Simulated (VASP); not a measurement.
# W2CN4 (Fd-3m) in VASP: single point with PBE

Aim: the single point of W2CN4 with PBE.

Program: VASP 6.6.1. These are calculated values, not measurements. Logs are shortened: lines on timing, memory, paths and dates and some standing lists are left out, and cuts for length are marked.

## Step 1: The cell of the first run

The structure is cubic, space group Fd-3m (No. 227). Conventional cell: a = 7.942 Å, b = 7.942 Å, c = 7.942 Å, α = 90.00°, β = 90.00°, γ = 90.00°. Within 2.9 Å of W (site symmetry -3m) lie 6 N at 2.12 Å and 6 W at 2.81 Å. Within 2.0 Å of C (site symmetry -43m) lie 4 N at 1.50 Å. N (site symmetry 3m) has 1 C at 1.50 Å within 2.0 Å.

## Step 2: Single point, PBE

Contents of INCAR:

```
PREC = Accurate
ENCUT = 910
EDIFF = 1E-6
ISMEAR = 0
SIGMA = 0.1
LREAL = False
LASPH = True
NELM = 120
ALGO = Normal
ISIF = 2
LWAVE = False
LCHARG = True
GGA = PE
LELF = True
LVHAR = True
NBANDS = 65
GGA_COMPAT = False
```

Contents of KPOINTS:

```
regular mesh
0
Gamma
  8 8 8
```

Contents of POSCAR:

```
W2CN4
1.0
    0.0000000000      3.9707983151      3.9707983151
    3.9707983151      0.0000000000      3.9707983151
    3.9707983151      3.9707983151      0.0000000000
W C N
4 2 8
Direct
    0.6250000000      0.1250000000      0.6250000000
    0.6250000000      0.6250000000      0.1250000000
    0.1250000000      0.6250000000      0.6250000000
    0.6250000000      0.6250000000      0.6250000000
    0.0000000000      0.0000000000      0.0000000000
    0.2500000000      0.2500000000      0.2500000000
    0.8907456963      0.8907456963      0.3277629110
    0.8907456963      0.3277629110      0.8907456963
    0.3277629110      0.8907456963      0.8907456963
    0.8907456963      0.8907456963      0.8907456963
    0.3592543037      0.9222370890      0.3592543037
    0.3592543037      0.3592543037      0.9222370890
    0.3592543037      0.3592543037      0.3592543037
    0.9222370890      0.3592543037      0.3592543037
```

Potentials or basis: VASP PAW PBE potentials, release 64 (W_sv, C_h, N_h).

On the command line:

```sh
cat potpaw_PBE.64/W_sv/POTCAR potpaw_PBE.64/C_h/POTCAR potpaw_PBE.64/N_h/POTCAR > POTCAR
mpirun -np 1 vasp_std > vasp.out
```

OUTCAR:

```text
PREC = Accurate
   ENCUT = 910
   EDIFF = 1E-6
   ISMEAR = 0
   LREAL = False
   LASPH = True
   NELM = 120
   ISIF = 2
   GGA = PE

 ion  position               nearest neighbor table
   1  0.625  0.125  0.625-  10 2.12  13 2.12  12 2.12   7 2.12   9 2.12  14 2.12   4 2.81   2 2.81
                             2 2.81   3 2.81   4 2.81   3 2.81
   2  0.625  0.625  0.125-  10 2.12  13 2.12   8 2.12  11 2.12   9 2.12  14 2.12   4 2.81   1 2.81
                             3 2.81   4 2.81   1 2.81   3 2.81
   3  0.125  0.625  0.625-  10 2.12  13 2.12  12 2.12   7 2.12   8 2.12  11 2.12   4 2.81   2 2.81
                             1 2.81   1 2.81   2 2.81   4 2.81
   4  0.625  0.625  0.625-   8 2.12   9 2.12  11 2.12  14 2.12  12 2.12   7 2.12   1 2.81   2 2.81
                             3 2.81   2 2.81   1 2.81   3 2.81
   5  0.000  0.000  0.000-   7 1.50   8 1.50   9 1.50  10 1.50
   6  0.250  0.250  0.250-  11 1.50  12 1.50  14 1.50  13 1.50
   7  0.891  0.891  0.328-   5 1.50   4 2.12   1 2.12   3 2.12
   8  0.891  0.328  0.891-   5 1.50   4 2.12   2 2.12   3 2.12
   9  0.328  0.891  0.891-   5 1.50   4 2.12   2 2.12   1 2.12
  10  0.891  0.891  0.891-   5 1.50   2 2.12   3 2.12   1 2.12
  11  0.359  0.922  0.359-   6 1.50   4 2.12   2 2.12   3 2.12
  12  0.359  0.359  0.922-   6 1.50   4 2.12   1 2.12   3 2.12
  13  0.359  0.359  0.359-   6 1.50   2 2.12   3 2.12   1 2.12
  14  0.922  0.359  0.359-   6 1.50   4 2.12   2 2.12   1 2.12

  LATTYP: Found a face centered cubic cell.
 ALAT       =     7.9415966302

  Lattice vectors:

 A1 = (   0.0000000000,   3.9707983151,   3.9707983151)
 A2 = (   3.9707983151,   0.0000000000,   3.9707983151)
 A3 = (   3.9707983151,   3.9707983151,   0.0000000000)

Analysis of symmetry for initial positions (statically):
=====================================================================
 Subroutine PRICEL returns:
 Original cell was already a primitive cell.

 Routine SETGRP: Setting up the symmetry group for a
 face centered cubic supercell.

 Subroutine GETGRP returns: Found 48 space group operations
 (whereof 24 operations were pure point group operations)
 out of a pool of 48 trial point group operations.

The static configuration has the point symmetry T_d .
 The point group associated with its full space group is O_h .

Analysis of symmetry for dynamics (positions and initial velocities):
=====================================================================
 Subroutine PRICEL returns:
 Original cell was already a primitive cell.

 Routine SETGRP: Setting up the symmetry group for a
 face centered cubic supercell.

 Subroutine GETGRP returns: Found 48 space group operations
 (whereof 24 operations were pure point group operations)
[... 147 lines left out ...]
     AMIX_MAG =   1.60;   BMIX_MAG =  1.00
  volume/ion in A,a.u.               =       8.94        60.36
  Fermi-wavevector in a.u.,A,eV,Ry     =   1.538856  2.908017 32.219674  2.368079
  Thomas-Fermi vector in A             =   2.645166
   LORBIT       =      0    0 simple, 1 ext, 2 COOP (PROOUT), +10 PAW based schemes
   GGA     = PE    functional components
   LHFCALC =     F    Hartree Fock is set to
   AEXX    =    0.0000 exact exchange contribution
   IVDW    =     0    specifies the selected vdW correction
   LEPSILON=     F    determine dielectric tensor
   LRPA    =     F    only Hartree local field effects (RPA)
 non-spin polarized calculation
 Gauss-broadening in eV      SIGMA  =   0.10
  energy-cutoff  :      910.00
  volume of cell :      125.22
 maximum number of plane-waves:      7848
   NGX = 27   NGY = 27   NGZ = 27

 number of electron     104.0000001 magnetization

 Free energy of the ion-electron system (eV)
  ---------------------------------------------------
  ext. energy  EPLUGINS =         0.00000000
  ---------------------------------------------------
  free energy    TOTEN  =      -136.81373241 eV

  energy without entropy =     -136.78927816  energy(sigma->0) =     -136.80150529

 E-fermi :  10.3440     XC(G=0): -13.1996

 val. band max:       10.3436926158   @ k =  -0.2500   0.1250   0.0000
 cond. band min:      10.3647080060   @ k =   0.5000   0.2500   0.1250
 fundamental gap:      0.0210153902
 Fermi energy:        10.3439803785

 k-point     1 :       0.0000    0.0000    0.0000
  band No.  band energies     occupation
      1     -64.4039      2.00000
      2     -64.3116      2.00000
      3     -64.3116      2.00000
      4     -64.3116      2.00000
      5     -29.6093      2.00000
      6     -28.9768      2.00000
[... 1597 lines left out ...]
     63      15.3531      0.00000
     64      15.5499      0.00000

 [... further k-points ...]

 [bands above 64 left out]

------------------------ aborting loop because EDIFF is reached ----------------------------------------

  FORCE on cell =-STRESS in cart. coord.  units (eV):
  Direction    XX          YY          ZZ          XY          YZ          ZX
  --------------------------------------------------------------------------------------
  -------------------------------------------------------------------------------------
  Total        0.7421956      0.7421956      0.7421956      0.0000000      0.0000000      0.0000000
  in kB        9.4965411      9.4965411      9.4965411      0.0000000      0.0000000      0.0000000
  external PRESSURE =       9.4965411 kB  Pullay stress =       0.0000000 kB

 VOLUME and BASIS-vectors are now :
 -----------------------------------------------------------------------------
  energy-cutoff  :      910.00
  volume of cell :      125.22
      direct lattice vectors                 reciprocal lattice vectors
     0.000000000  3.970798315  3.970798315    -0.125919264  0.125919264  0.125919264
     3.970798315  0.000000000  3.970798315     0.125919264 -0.125919264  0.125919264
     3.970798315  3.970798315  0.000000000     0.125919264  0.125919264 -0.125919264

 POSITION                                       TOTAL-FORCE (eV/Angst)
 -----------------------------------------------------------------------------------
      2.97810      4.96350      2.97810         0.000000      0.000000      0.000000
      2.97810      2.97810      4.96350         0.000000      0.000000      0.000000
      4.96350      2.97810      2.97810         0.000000      0.000000      0.000000
      4.96350      4.96350      4.96350         0.000000      0.000000      0.000000
      0.00000      0.00000      0.00000         0.000000      0.000000      0.000000
      1.98540      1.98540      1.98540         0.000000      0.000000      0.000000
      4.83845      4.83845      7.07394        -0.047746     -0.047746      0.047746
      4.83845      7.07394      4.83845        -0.047746      0.047746     -0.047746
      7.07394      4.83845      4.83845         0.047746     -0.047746     -0.047746
      7.07394      7.07394      7.07394         0.047746      0.047746      0.047746
      5.08854      2.85305      5.08854         0.047746     -0.047746      0.047746
      5.08854      5.08854      2.85305         0.047746      0.047746     -0.047746
      2.85305      2.85305      2.85305        -0.047746     -0.047746     -0.047746
      2.85305      5.08854      5.08854        -0.047746      0.047746      0.047746
 -----------------------------------------------------------------------------------
    total drift:                               -0.000000     -0.000000      0.000000

  FREE ENERGIE OF THE ION-ELECTRON SYSTEM (eV)
  ---------------------------------------------------
  free  energy   TOTEN  =      -136.8137324119 eV

  energy  without entropy=     -136.7892781649  energy(sigma->0) =     -136.80150529
```

OSZICAR:

```text
N       E                     dE             d eps       ncg     rms          rms(c)
DAV:   1     0.160685965560E+04    0.16069E+04   -0.79916E+04  3770   0.268E+03
DAV:   2     0.701384729379E+02   -0.15367E+04   -0.14837E+04  3874   0.701E+02
DAV:   3    -0.140628951777E+03   -0.21077E+03   -0.20075E+03  4624   0.215E+02
DAV:   4    -0.153601541919E+03   -0.12973E+02   -0.12777E+02  4468   0.489E+01
DAV:   5    -0.154070697234E+03   -0.46916E+00   -0.46822E+00  5172   0.865E+00    0.670E+01
DAV:   6    -0.138929077019E+03    0.15142E+02   -0.97452E+01  5006   0.424E+01    0.204E+01
DAV:   7    -0.137294555046E+03    0.16345E+01   -0.20506E+01  5097   0.190E+01    0.189E+01
DAV:   8    -0.136808022816E+03    0.48653E+00   -0.24205E+00  4932   0.795E+00    0.241E+00
DAV:   9    -0.136814276016E+03   -0.62532E-02   -0.15116E-01  4404   0.183E+00    0.536E-01
DAV:  10    -0.136814352225E+03   -0.76210E-04   -0.32386E-02  5356   0.970E-01    0.533E-01
DAV:  11    -0.136813830646E+03    0.52158E-03   -0.46843E-03  4748   0.318E-01    0.181E-01
DAV:  12    -0.136813737892E+03    0.92754E-04   -0.12488E-03  5028   0.140E-01    0.328E-02
DAV:  13    -0.136813732337E+03    0.55550E-05   -0.20698E-04  5132   0.631E-02    0.225E-02
DAV:  14    -0.136813732859E+03   -0.52246E-06   -0.41214E-05  4948   0.254E-02    0.793E-03
DAV:  15    -0.136813732412E+03    0.44717E-06   -0.21530E-06  3148   0.695E-03
   1 F= -.13681373E+03 E0= -.13680151E+03  d E =-.244542E-01
```

It took 8 min on 1 thread of Intel Xeon Platinum 8488C (Sapphire Rapids), shared host; peak memory 0.66 GiB.

What came out:

* Free energy: -136.8137 eV
* Pressure: 0.9 GPa
* Largest force: 0.083 eV/Å
* Band gap on the k mesh: zero (bands 52 and 53 overlap by 1.55 eV)

Forces on the atoms (eV/Å):
```
W    0.000  0.000  0.000
W    0.000  0.000  0.000
W    0.000  0.000  0.000
W    0.000  0.000  0.000
C    0.000  0.000  0.000
C    0.000  0.000  0.000
N   -0.048 -0.048  0.048
N   -0.048  0.048 -0.048
N    0.048 -0.048 -0.048
N    0.048  0.048  0.048
N    0.048 -0.048  0.048
N    0.048  0.048 -0.048
N   -0.048 -0.048 -0.048
N   -0.048  0.048  0.048
```

Levels at points of the mesh, in eV from the Fermi level:
| k point | band 49 | band 50 | band 51 | band 52 | band 53 | band 54 | band 55 | band 56 |
| --- | --- | --- | --- | --- | --- | --- | --- | --- |
| (0.00, 0.00, 0.00) | -1.10 | -1.10 | -1.10 | -1.02 | -1.02 | -1.02 | 3.56 | 3.56 |
| (0.50, 0.00, 0.00) | -1.10 | -0.46 | -0.46 | -0.41 | 0.40 | 0.51 | 0.51 | 0.94 |
| (0.50, 0.50, 0.00) | -2.33 | -2.33 | 0.41 | 0.41 | 1.23 | 1.23 | 1.26 | 1.26 |

Caveat: spin-orbit coupling is left out, which moves the levels of the heavy elements.

The gap in the log of VASP goes by the Fermi energy; the results here count the filled bands.